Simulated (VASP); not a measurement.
The system is TePb.

```
Te Pb
1.0
     0.00000    3.27090    3.27090
     3.27090    0.00000    3.27090
     3.27090    3.27090    0.00000
Te Pb
1 1
Direct
  0.00000 0.00000 0.00000
  0.50000 0.50000 0.50000
```

Base run:

* Program: VASP 6.6.1
* Functional: PBEsol
* Potentials or basis: VASP PAW PBE potentials, release 64 (Te, Pb_d)
* Cutoff: 520 eV
* k mesh: 4 × 4 × 4
* Occupations: gaussian, width 0.1 eV
* Spin: collinear spin, zero start
* Starting moments: [0.0, 0.0] μB

Its results: band gap on the k mesh 0.74 eV, direct; pressure -1.9 GPa; net moment 0.00 μB per cell.

The run is repeated on the same cell with these changes: functional from PBEsol to PBE. What comes out?

Band gap on the k mesh 0.81 eV, direct; pressure 0.5 GPa; net moment 0.00 μB per cell.

PBE binds less tightly than PBEsol, so the same cell stands under more pressure.

Caveats: spin-orbit coupling is left out, which moves the levels of the heavy elements; the PAW data sets were made with another functional, which shifts forces and pressure a little (some runs).

A k mesh can miss the band edges.
